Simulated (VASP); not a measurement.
# CoPdO2 (R-3m) in VASP: further runs, part 2 of 2

VASP 6.6.1. Earlier steps stand in the parts before.

## Step 3: Single point, PBE+U (biaxial strain in the a-b plane: -6.0 %)

File INCAR:

```
SYSTEM = CoPdO2
PREC = Accurate
ENCUT = 520
EDIFF = 1E-6
ISMEAR = 0
SIGMA = 0.1
LREAL = .FALSE.
LASPH = .TRUE.
NELM = 150
ALGO = Normal
ISIF = 2
LWAVE = .FALSE.
LCHARG = .FALSE.
LMAXMIX = 4
LDAU = .TRUE.
LDAUTYPE = 2
LDAUL = 2 -1 -1
LDAUU = 3.32 0 0
LDAUJ = 0 0 0
LDAUPRINT = 1
GGA = PE
NBANDS = 58
```

File KPOINTS:

```
regular mesh
0
G
  12 12 2
  0 0 0
```

File POSCAR:

```
CoPdO2
1.0
    2.6942003331      0.0000000000      0.0000000000
   -1.3471001666      2.3332459314      0.0000000000
    0.0000000000      0.0000000000     18.4752578475
Co Pd O
3 3 6
Direct
    0.6666666667      0.3333333333      0.8333333333
    0.3333333333      0.6666666667      0.1666666667
    0.0000000000      0.0000000000      0.5000000000
    0.0000000000      0.0000000000      0.0000000000
    0.6666666667      0.3333333333      0.3333333333
    0.3333333333      0.6666666667      0.6666666667
    0.3333333333      0.6666666667      0.7772580278
    0.0000000000      0.0000000000      0.8894086388
    0.0000000000      0.0000000000      0.1105913612
    0.6666666667      0.3333333333      0.2227419722
    0.6666666667      0.3333333333      0.4439246945
    0.3333333333      0.6666666667      0.5560753055
```

Potentials or basis: VASP PAW PBE potentials, release 64 (Co, Pd, O).

On the command line:

```bash
$ cat potpaw_PBE.64/Co/POTCAR potpaw_PBE.64/Pd/POTCAR potpaw_PBE.64/O/POTCAR > POTCAR
$ mpirun -np 1 vasp_std > vasp.out
```

OUTCAR:

```text
SYSTEM = CoPdO2
   PREC = Accurate
   ENCUT = 520
   EDIFF = 1E-6
   ISMEAR = 0
   LREAL = .FALSE.
   LASPH = .TRUE.
   NELM = 150
   ISIF = 2
   GGA = PE

 ion  position               nearest neighbor table
   1  0.667  0.333  0.833-   7 1.87   8 1.87   7 1.87   8 1.87   8 1.87   7 1.87
   2  0.333  0.667  0.167-  10 1.87   9 1.87  10 1.87   9 1.87   9 1.87  10 1.87
   3  0.000  0.000  0.500-  11 1.87  12 1.87  11 1.87  12 1.87  11 1.87  12 1.87
   4  0.000  0.000  0.000-   8 2.04   9 2.04
   5  0.667  0.333  0.333-  10 2.04  11 2.04
   6  0.333  0.667  0.667-   7 2.04  12 2.04
[... 1805 lines left out ...]
 -----------------------------------------------------------------------------
  energy-cutoff  :      520.00
  volume of cell :      116.14
      direct lattice vectors                 reciprocal lattice vectors
     2.694200333  0.000000000  0.000000000     0.371167648  0.214293741  0.000000000
    -1.347100167  2.333245931  0.000000000     0.000000000  0.428587483  0.000000000
     0.000000000  0.000000000 18.475257847     0.000000000  0.000000000  0.054126443

 POSITION                                       TOTAL-FORCE (eV/Angst)
 -----------------------------------------------------------------------------------
      1.34710      0.77775     15.39605         0.000000      0.000000     -0.000000
     -0.00000      1.55550      3.07921         0.000000      0.000000      0.000000
      0.00000      0.00000      9.23763         0.000000      0.000000      0.000000
      0.00000      0.00000      0.00000         0.000000      0.000000      0.000000
      1.34710      0.77775      6.15842         0.000000      0.000000     -0.000000
     -0.00000      1.55550     12.31684         0.000000      0.000000      0.000000
     -0.00000      1.55550     14.36004        -0.000000      0.000000     -0.311049
      0.00000      0.00000     16.43205        -0.000000     -0.000000      0.311049
      0.00000      0.00000      2.04320         0.000000      0.000000     -0.311049
      1.34710      0.77775      4.11522        -0.000000     -0.000000      0.311049
      1.34710      0.77775      8.20162         0.000000      0.000000     -0.311049
     -0.00000      1.55550     10.27363        -0.000000     -0.000000      0.311049
 -----------------------------------------------------------------------------------
    total drift:                                0.000000      0.000000      0.000000

  FREE ENERGIE OF THE ION-ELECTRON SYSTEM (eV)
  ---------------------------------------------------
  free  energy   TOTEN  =       -69.4374924488 eV

  energy  without entropy=      -69.4139244148  energy(sigma->0) =      -69.42570843
```

stdout:

```text
POSCAR found type information on POSCAR CoPdO
 POSCAR found :  3 types and      12 ions
 scaLAPACK will be used
 LDA part: xc-table for (Slater+PW92), standard interpolation
 POSCAR, INCAR and KPOINTS ok, starting setup
 FFT: planning ... GRIDC
 FFT: planning ... GRID_SOFT
 FFT: planning ... GRID
 WAVECAR not read
 entering main loop
```

It took 12 min on 1 thread of Intel Xeon 8259CL, shared host; peak memory 0.36 GiB.

Results:

```yaml
Free_energy: -69.4375 eV
Pressure: 15.8 GPa
Largest_force: 0.311 eV/Å
Band_gap_on_the_k_mesh: zero (an odd number of electrons rules out a gap without spin polarisation)
```

Forces in eV/Å, atoms in the order of the input:
```
Co   0.000  0.000  0.000
Co   0.000  0.000  0.000
Co   0.000  0.000  0.000
Pd   0.000  0.000  0.000
Pd   0.000  0.000  0.000
Pd   0.000  0.000  0.000
O    0.000  0.000 -0.311
O    0.000  0.000  0.311
O    0.000  0.000 -0.311
O    0.000  0.000  0.311
O    0.000  0.000 -0.311
O    0.000  0.000  0.311
```

Eigenvalues of the final occupation matrices:
| site | spin | trace | eigenvalues |
| --- | --- | --- | --- |
| site 1 d | 1 | 3.74 | 0.42 0.42 0.97 0.97 0.97 |
| site 1 d | 2 | 3.74 | 0.42 0.42 0.97 0.97 0.97 |
| site 2 d | 1 | 3.74 | 0.42 0.42 0.97 0.97 0.97 |
| site 2 d | 2 | 3.74 | 0.42 0.42 0.97 0.97 0.97 |
| site 3 d | 1 | 3.74 | 0.42 0.42 0.97 0.97 0.97 |
| site 3 d | 2 | 3.74 | 0.42 0.42 0.97 0.97 0.97 |

Caveat: the cell differs from its parent crystal (biaxial strain in the a-b plane: -6.0 %); the stress differs along the axes, from -5 to 26 GPa; an odd number of electrons without spin polarisation forces a metal; a magnetic or distorted state may lie lower; the run has no spin polarisation, though such a crystal can be magnetic; U without spin polarisation on a metal has little footing. Spin polarisation is off, so any magnetic state and its effect on volume and gap are missing.

## Step 4: Single point, PBE+U (equal strain along all axes, cell held: +4.0 %, then relaxed in part)

File INCAR:

```
SYSTEM = CoPdO2
PREC = Accurate ; ENCUT = 520
EDIFF = 1E-6 ; ISMEAR = 0
SIGMA = 0.1 ; LREAL = .FALSE.
LASPH = .TRUE. ; NELM = 150
ALGO = Normal ; ISIF = 2
LWAVE = .FALSE. ; LCHARG = .FALSE.
LMAXMIX = 4 ; LDAU = .TRUE.
LDAUTYPE = 2 ; LDAUL = 2 -1 -1
LDAUU = 3.32 0 0 ; LDAUJ = 0 0 0
LDAUPRINT = 1 ; GGA = PE
NBANDS = 58
```

File KPOINTS:

```
Automatic mesh
0
G
  12 12 2
  0 0 0
```

File POSCAR:

```
CoPdO2
1.0
    2.9808173898      0.0000000000      0.0000000000
   -1.4904086949      2.5814635836      0.0000000000
    0.0000000000      0.0000000000     18.5465908894
Co Pd O
3 3 6
Direct
    0.6666666667      0.3333333333      0.8333333333
    0.3333333333      0.6666666667      0.1666666667
    0.0000000000      0.0000000000      0.5000000000
    0.0000000000      0.0000000000      0.0000000000
    0.6666666667      0.3333333333      0.3333333333
    0.3333333333      0.6666666667      0.6666666667
    0.3333333333      0.6666666667      0.7799956754
    0.0000000000      0.0000000000      0.8866709912
    0.0000000000      0.0000000000      0.1133290088
    0.6666666667      0.3333333333      0.2200043246
    0.6666666667      0.3333333333      0.4466623421
    0.3333333333      0.6666666667      0.5533376579
```

On the command line:

```bash
$ cat potpaw_PBE.64/Co/POTCAR potpaw_PBE.64/Pd/POTCAR potpaw_PBE.64/O/POTCAR > POTCAR
$ mpirun -np 1 vasp_std > vasp.out
```

Run time: 16 min. Hardware: 1 thread of Intel Xeon 8259CL, shared host; peak memory 0.44 GiB.

Results (log left out):

```yaml
Free_energy: -69.4849 eV
Pressure: -18.6 GPa
Largest_force: 0.025 eV/Å
Band_gap_on_the_k_mesh: zero (an odd number of electrons rules out a gap without spin polarisation)
```

Forces in eV/Å, atoms in the order of the input:
```
Co   0.000  0.000  0.000
Co   0.000  0.000  0.000
Co   0.000  0.000  0.000
Pd   0.000  0.000  0.000
Pd   0.000  0.000  0.000
Pd   0.000  0.000  0.000
O    0.000  0.000  0.025
O    0.000  0.000 -0.025
O    0.000  0.000  0.025
O    0.000  0.000 -0.025
O    0.000  0.000  0.025
O    0.000  0.000 -0.025
```

Stress tensor (GPa, compression positive):
```
-16.57   0.00   0.00
  0.00 -16.57   0.00
  0.00   0.00 -22.69
```

Levels at points of the mesh, in eV from the Fermi level:
```
           k point  band 44  band 45  band 46  band 47  band 48  band 49
(0.00, 0.00, 0.00)    -1.25    -0.76    -0.76    -0.76    -0.76     1.96
(0.50, 0.00, 0.00)    -0.35    -0.35     0.13     0.43     0.43     1.52
(0.00, 0.00, 0.50)    -1.05    -1.05    -1.05    -0.63    -0.63     1.91
(0.50, 0.00, 0.50)    -0.35    -0.35     0.21     0.21     0.58     1.37
```

Eigenvalues of the final occupation matrices:
```tsv
site	spin	trace	eigenvalues
site 1 d	1	3.62	0.37 0.37 0.96 0.96 0.96
site 1 d	2	3.62	0.37 0.37 0.96 0.96 0.96
site 2 d	1	3.62	0.37 0.37 0.96 0.96 0.96
site 2 d	2	3.62	0.37 0.37 0.96 0.96 0.96
site 3 d	1	3.62	0.37 0.37 0.96 0.96 0.96
site 3 d	2	3.62	0.37 0.37 0.96 0.96 0.96
```

Caveat: the cell differs from its parent crystal (equal strain along all axes, cell held: +4.0 %, then relaxed in part); the stress differs along the axes, from -23 to -17 GPa; an odd number of electrons without spin polarisation forces a metal; a magnetic or distorted state may lie lower; the run has no spin polarisation, though such a crystal can be magnetic; U without spin polarisation on a metal has little footing.

## Step 5: Overview

| cell | gap on the mesh (eV) | pressure (GPa) | largest force (eV/Å) |
| --- | --- | --- | --- |
| a = 2.923, b = 2.923, c = 17.684 Å, angles 90.0, 90.0, 120.0°, 12 atoms, atomic positions A | none | -5.3 | 0.06 |
| a = 2.694, b = 2.694, c = 18.475 Å, angles 90.0, 90.0, 120.0°, 12 atoms, atomic positions B | none | 15.8 | 0.31 |
| a = 2.981, b = 2.981, c = 18.547 Å, angles 90.0, 90.0, 120.0°, 12 atoms, atomic positions C | none | -18.6 | 0.02 |

Alike in all rows: task single point; level PBE+U; potentials or basis VASP PAW PBE potentials, release 64 (Co, Pd, O); no spin polarisation; Co d U = 3.32 eV; k mesh 12 × 12 × 2; cutoff (eV) 520; smearing gaussian 0.1 eV.

Caveats: an odd number of electrons without spin polarisation forces a metal; a magnetic or distorted state may lie lower; the run has no spin polarisation, though such a crystal can be magnetic; U without spin polarisation on a metal has little footing; the stress differs along the axes, from -8 to -0 GPa (at least some runs); the stress differs along the axes, from -5 to 26 GPa (at least some runs); the stress differs along the axes, from -23 to -17 GPa (at least some runs).

Absolute energies hang on the potentials; compare differences alone.
